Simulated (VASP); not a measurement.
Wanted: the native input for a VASP 6.6.1 run.

* Task: single point
* Functional: PBE
* Potentials or basis: VASP PAW PBE potentials, release 64 (Ga_d, Mo_sv)
* Cutoff: 520 eV
* k mesh: 8 × 8 × 8
* Occupations: gaussian, width 0.2 eV
* Spin: no spin polarisation
* Dipole correction: no
* Further INCAR settings: ALGO = Fast; EDIFF = 1e-07; NBANDS = 20

The structure of GaMo lies in POSCAR:

```
GaMo
1.0
   -1.8116336852      1.8116336852      2.5611885799
    1.8116336852     -1.8116336852      2.5611885799
    1.8116336852      1.8116336852     -2.5611885799
Ga Mo
1 1
Direct
   -0.0359347342     -0.0359347342      0.0000000000
    0.4639347342      0.4639347342      0.0000000000
```

The cell was generated, and may not be a known phase.

These files were run (other wordings do the same):

INCAR

```
SYSTEM = GaMo
PREC = Accurate
ENCUT = 520
EDIFF = 1E-7
ISMEAR = 0
SIGMA = 0.2
LREAL = .FALSE.
LASPH = .TRUE.
NELM = 100
ALGO = Fast
ISIF = 2
LWAVE = .FALSE.
LCHARG = .TRUE.
GGA = PE
LELF = .TRUE.
LVHAR = .TRUE.
NBANDS = 20
```

KPOINTS

```
regular mesh
0
G
  8 8 8
  0 0 0
```

Potentials or basis: VASP PAW PBE potentials, release 64 (Ga_d, Mo_sv).

Launch:

```bash
$ cat potpaw_PBE.64/Ga_d/POTCAR potpaw_PBE.64/Mo_sv/POTCAR > POTCAR
$ mpirun -np 1 vasp_std > vasp.out
```

Results of the run:

```
Pressure               : 0.6 GPa
Largest force          : 0.007 eV/Å
Band gap on the k mesh : zero (an odd number of electrons rules out a gap without spin polarisation)
```

Wall time 68 s on 1 thread of Intel Xeon 8259CL, on a shared host, peak memory 0.18 GiB.
